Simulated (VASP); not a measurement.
# TiO2 (P4_2/mnm) in VASP: a series of runs

The runs below take TiO2 through electric field gradients, density of states, with LDA.

Everything below comes from runs of VASP 6.6.1. Logs are shortened: lines on timing, memory, paths and dates and some standing lists are left out, and cuts for length are marked.

## (1) The cell of the first run

Symmetry: P4_2/mnm, No. 136, tetragonal system. The conventional cell has a = 4.654 Å, b = 4.654 Å, c = 2.998 Å, α = 90.00°, β = 90.00°, γ = 90.00°. Ti (site symmetry mmm) has 6 O at 1.97 to 2.01 Å within 2.6 Å. O (site symmetry m2m) has 3 Ti at 1.97 to 2.01 Å and 1 O at 2.55 Å within 2.6 Å.

## (2) Electric field gradients, LDA (volume scaled by 1.04)

File INCAR:

```
SYSTEM = TiO2
ALGO     = Normal         ! electronic algorithm
EDIFF    = 1E-8           ! SCF threshold, eV
ENCUT    = 520            ! plane-wave cutoff, eV
GGA      = CA             ! functional
ISIF     = 2              ! what is computed and relaxed
ISMEAR   = -1             ! smearing method
LASPH    = .True.         ! aspherical terms in the spheres
LCHARG   = .False.        ! write CHGCAR
LEFG     = .True.       
LREAL    = .False.        ! projectors in reciprocal space
LWAVE    = .False.        ! write WAVECAR
NBANDS   = 33             ! bands
NELM     = 100            ! most SCF steps
PREC     = Accurate       ! precision mode
SIGMA    = 0.05           ! smearing width, eV
```

File KPOINTS:

```
k-points
0
Gamma
  7 7 10
  0 0 0
```

File POSCAR:

```
TiO2
1.0
    4.6544543012      0.0000000000      0.0000000000
    0.0000000000      4.6544543012      0.0000000000
    0.0000000000      0.0000000000      2.9979386759
Ti O
2 4
Direct
    0.0000000000      0.0000000000      0.0000000000
    0.5000000000      0.5000000000      0.5000000000
    0.3060000000      0.3060000000      0.0000000000
    0.1940000000      0.8060000000      0.5000000000
    0.6940000000      0.6940000000      0.0000000000
    0.8060000000      0.1940000000      0.5000000000
```

Potentials or basis: VASP PAW LDA potentials, release 64 (Ti_sv, O).

On the command line:

```
> cat potpaw_LDA.64/Ti_sv/POTCAR potpaw_LDA.64/O/POTCAR > POTCAR
> mpirun -np 1 vasp_std > vasp.out
```

OUTCAR:

```text
SYSTEM = TiO2
   EDIFF = 1E-8
   ENCUT = 520
   GGA = CA
   ISIF = 2
   ISMEAR = -1
   LASPH = .True.
   LREAL = .False.
   NELM = 100
   PREC = Accurate

 ion  position               nearest neighbor table
   1  0.000  0.000  0.000-   4 1.97   6 1.97   4 1.97   6 1.97   5 2.01   3 2.01
   2  0.500  0.500  0.500-   3 1.97   5 1.97   3 1.97   5 1.97   4 2.01   6 2.01
   3  0.306  0.306  0.000-   2 1.97   2 1.97   1 2.01
   4  0.194  0.806  0.500-   1 1.97   1 1.97   2 2.01
   5  0.694  0.694  0.000-   2 1.97   2 1.97   1 2.01
   6  0.806  0.194  0.500-   1 1.97   1 1.97   2 2.01

  LATTYP: Found a simple tetragonal cell.
 ALAT       =     4.6544543012
 C/A-ratio  =     0.6441010013

  Lattice vectors:

 A1 = (   4.6544543012,   0.0000000000,   0.0000000000)
 A2 = (   0.0000000000,   4.6544543012,   0.0000000000)
 A3 = (   0.0000000000,   0.0000000000,   2.9979386759)

Analysis of symmetry for initial positions (statically):
=====================================================================
 Subroutine PRICEL returns:
 Original cell was already a primitive cell.

 Routine SETGRP: Setting up the symmetry group for a
 simple tetragonal supercell.

 Subroutine GETGRP returns: Found 16 space group operations
 (whereof  8 operations were pure point group operations)
 out of a pool of 16 trial point group operations.

The static configuration has the point symmetry D_2h.
 The point group associated with its full space group is D_4h.

Analysis of symmetry for dynamics (positions and initial velocities):
=====================================================================
 Subroutine PRICEL returns:
 Original cell was already a primitive cell.

 Routine SETGRP: Setting up the symmetry group for a
 simple tetragonal supercell.

 Subroutine GETGRP returns: Found 16 space group operations
 (whereof  8 operations were pure point group operations)
 out of a pool of 16 trial point group operations.

The dynamic configuration has the point symmetry D_2h.
 The point group associated with its full space group is D_4h.

 Subroutine INISYM returns: Found 16 space group operations
 (whereof  8 operations are pure point group operations),
 and found     1 'primitive' translations

----------------------------------------------------------------------------------------

                                     Primitive cell

  volume of cell :      64.9472

  direct lattice vectors                    reciprocal lattice vectors
     4.654454301  0.000000000  0.000000000     0.214847958  0.000000000  0.000000000
     0.000000000  4.654454301  0.000000000     0.000000000  0.214847958  0.000000000
     0.000000000  0.000000000  2.997938676     0.000000000  0.000000000  0.333562527

  length of vectors
     4.654454301  4.654454301  2.997938676     0.214847958  0.214847958  0.333562527

  position of ions in fractional coordinates (direct lattice)
     0.000000000  0.000000000  0.000000000
     0.500000000  0.500000000  0.500000000
     0.306000000  0.306000000  0.000000000
     0.194000000  0.806000000  0.500000000
     0.694000000  0.694000000  0.000000000
     0.806000000  0.194000000  0.500000000

  ion indices of the primitive-cell ions
   primitive index   ion index
                 1           1
                 2           2
                 3           3
                 4           4
                 5           5
                 6           6

----------------------------------------------------------------------------------------

 KPOINTS: k-points

Automatic generation of k-mesh.
 Grid dimensions read from file:
 generate k-points for:    7    7   10

 Generating k-lattice:

  Cartesian coordinates                     Fractional coordinates (reciprocal lattice)
[... 54 lines left out ...]
   ISPIN  =      1    spin polarized calculation?
   LNONCOLLINEAR =      F non collinear calculations
   LSORBIT =      F    spin-orbit coupling
   LASPH  =      T    aspherical Exc in radial PAW
   ENCUT  =  520.0 eV  38.22 Ry    6.18 a.u.   8.65  8.65  5.57*2*pi/ulx,y,z
   NELM   =    100;   NELMIN=  2; NELMDL= -5     # of ELM steps
   EDIFF  = 0.1E-07   stopping-criterion for ELM
   LREAL  =      F    real-space projection
   EDIFFG = 0.1E-06   stopping-criterion for IOM
   NSW    =      0    number of steps for IOM
   IBRION =     -1    ionic relax: 0-MD 1-quasi-New 2-CG
   NFREE  =      0    steps in history (QN), initial steepest desc. (CG)
   ISIF   =      2    stress and relaxation
   ISYM   =      2    0-nonsym 1-usesym 2-fastsym
   POTIM  = 0.5000    time-step for ionic-motion
   TEBEG  =    0.0;   TEEND  =   0.0 temperature during run
   PSTRESS=    0.0 pullay stress
   NELECT =      48.0000    total number of electrons
   NUPDOWN=      -1.0000    fix difference up-down
   EMIN   =  10.00;   EMAX   =-10.00  energy-range for DOS
   EFERMI =   0.00;   METHOD = LEGACY
   ISMEAR =    -1;   SIGMA  =   0.05  broadening in eV -4-tet -1-fermi 0-gaus
   EFERMI_NEDOS =   21; number of points for ismear=-14 and -15
   IALGO  =     38    algorithm
   IMIX   =      4    mixing-type and parameters
     AMIX     =   0.40;   BMIX     =  1.00
     AMIX_MAG =   1.60;   BMIX_MAG =  1.00
  volume/ion in A,a.u.               =      10.82        73.05
  Fermi-wavevector in a.u.,A,eV,Ry     =   1.480137  2.797053 29.807705  2.190805
  Thomas-Fermi vector in A             =   2.594208
   LORBIT       =      0    0 simple, 1 ext, 2 COOP (PROOUT), +10 PAW based schemes
   GGA     = CA    functional components
   LHFCALC =     F    Hartree Fock is set to
   AEXX    =    0.0000 exact exchange contribution
   IVDW    =     0    specifies the selected vdW correction
   LEPSILON=     F    determine dielectric tensor
   LRPA    =     F    only Hartree local field effects (RPA)
 non-spin polarized calculation
  energy-cutoff  :      520.00
  volume of cell :       64.95
 maximum number of plane-waves:      1787
 NGX is ok and might be reduce to    36
   NGX = 17   NGY = 17   NGZ = 11

 number of electron      48.0000020 magnetization

 Free energy of the ion-electron system (eV)
  ---------------------------------------------------
  ext. energy  EPLUGINS =         0.00000000
  ---------------------------------------------------
  free energy    TOTEN  =       -58.56884417 eV

  energy without entropy =      -58.56884417  energy(sigma->0) =      -58.56884417

 E-fermi :   4.9650     XC(G=0): -11.7833

 val. band max:        4.1287052319   @ k =   0.0000   0.0000   0.0000
 cond. band min:       5.8577941867   @ k =   0.0000   0.0000   0.0000
 fundamental gap:      1.7290889547
 Fermi energy:         4.9650195164

 k-point     1 :       0.0000    0.0000    0.0000
  band No.  band energies     occupation
      1     -52.1603      2.00000
      2     -52.1453      2.00000
      3     -28.8333      2.00000
      4     -28.8333      2.00000
      5     -28.6867      2.00000
      6     -28.6867      2.00000
[... 853 lines left out ...]
     32       9.2645      0.00000
     33      10.1414      0.00000

 [... further k-points ...]

------------------------ aborting loop because EDIFF is reached ----------------------------------------

  FORCE on cell =-STRESS in cart. coord.  units (eV):
  Direction    XX          YY          ZZ          XY          YZ          ZX
  --------------------------------------------------------------------------------------
  -------------------------------------------------------------------------------------
  Total       -5.4140521     -5.4140521     -7.5005108     -0.0000000      0.0000000      0.0000000
  in kB     -133.5588661   -133.5588661   -185.0295694     -0.0000000      0.0000000      0.0000000
  external PRESSURE =    -150.7157672 kB  Pullay stress =       0.0000000 kB

 VOLUME and BASIS-vectors are now :
 -----------------------------------------------------------------------------
  energy-cutoff  :      520.00
  volume of cell :       64.95
      direct lattice vectors                 reciprocal lattice vectors
     4.654454301  0.000000000  0.000000000     0.214847958  0.000000000  0.000000000
     0.000000000  4.654454301  0.000000000     0.000000000  0.214847958  0.000000000
     0.000000000  0.000000000  2.997938676     0.000000000  0.000000000  0.333562527

 POSITION                                       TOTAL-FORCE (eV/Angst)
 -----------------------------------------------------------------------------------
      0.00000      0.00000      0.00000         0.000000     -0.000000      0.000000
      2.32723      2.32723      1.49897         0.000000     -0.000000      0.000000
      1.42426      1.42426      0.00000         0.051359      0.051359      0.000000
      0.90296      3.75149      1.49897        -0.051359      0.051359      0.000000
      3.23019      3.23019      0.00000        -0.051359     -0.051359      0.000000
      3.75149      0.90296      1.49897         0.051359     -0.051359      0.000000
 -----------------------------------------------------------------------------------
    total drift:                               -0.000000      0.000000      0.000000

  FREE ENERGIE OF THE ION-ELECTRON SYSTEM (eV)
  ---------------------------------------------------
  free  energy   TOTEN  =       -58.5688441729 eV

  energy  without entropy=      -58.5688441710  energy(sigma->0) =      -58.56884417

 Electric field gradients (V/A^2)
---------------------------------------------------------------------
 ion       V_xx      V_yy      V_zz      V_xy      V_xz      V_yz
---------------------------------------------------------------------
   1      11.939    11.939   -23.877     6.841     0.000    -0.000
   2      11.939    11.939   -23.877    -6.841    -0.000     0.000
   3       1.183     1.183    -2.366    20.150    -0.000     0.000
   4       1.183     1.183    -2.366   -20.150    -0.000     0.000
   5       1.183     1.183    -2.366    20.150    -0.000     0.000
   6       1.183     1.183    -2.366   -20.150     0.000     0.000
---------------------------------------------------------------------

 Electric field gradients after diagonalization (V/A^2)
 (convention: |V_zz| > |V_xx| > |V_yy|)
----------------------------------------------------------------------
 ion       V_xx      V_yy      V_zz     asymmetry (V_yy - V_xx)/ V_zz
----------------------------------------------------------------------
   1      18.780     5.098   -23.877       0.573
   2      18.780     5.098   -23.877       0.573
   3     -18.967    -2.366    21.333       0.778
   4     -18.967    -2.366    21.333       0.778
   5     -18.967    -2.366    21.333       0.778
   6     -18.967    -2.366    21.333       0.778
----------------------------------------------------------------------

           NMR quadrupolar parameters

 Cq : quadrupolar parameter    Cq=e*Q*V_zz/h
 eta: asymmetry parameters     (V_yy - V_xx)/ V_zz
 Q  : nuclear electric quadrupole moment in mb (millibarn)
----------------------------------------------------------------------
 ion       Cq(MHz)       eta       Q (mb)
----------------------------------------------------------------------
   1      -0.058       0.573       1.000
   2      -0.058       0.573       1.000
   3       0.052       0.778       1.000
   4       0.052       0.778       1.000
   5       0.052       0.778       1.000
   6       0.052       0.778       1.000
----------------------------------------------------------------------
```

It used 320 s of CPU time on 1 thread of AMD EPYC 7R13 Processor (Zen 3) (shared host).

Results:

```
Free energy            : -58.5688 eV
Pressure               : -15.1 GPa
Largest force          : 0.073 eV/Å
Band gap on the k mesh : 1.73 eV, direct
```

Forces in eV/Å, atoms in the order of the input:
```
Ti   0.000  0.000  0.000
Ti   0.000  0.000  0.000
O    0.051  0.051  0.000
O   -0.051  0.051  0.000
O   -0.051 -0.051  0.000
O    0.051 -0.051  0.000
```

Electric field gradients, principal values (V/Å²):
| atom | least | middle | greatest (by size) |
| --- | --- | --- | --- |
| 1 Ti | 5.098 | 18.780 | -23.877 |
| 2 Ti | 5.098 | 18.780 | -23.877 |
| 3 O | -2.366 | -18.967 | 21.333 |
| 4 O | -2.366 | -18.967 | 21.333 |
| 5 O | -2.366 | -18.967 | 21.333 |
| 6 O | -2.366 | -18.967 | 21.333 |

Caveat: without QUAD_EFG the Cq values of the log hold for a quadrupole moment of 1 mb, not for the nuclei.

(Part 1 of 2 ends here.)
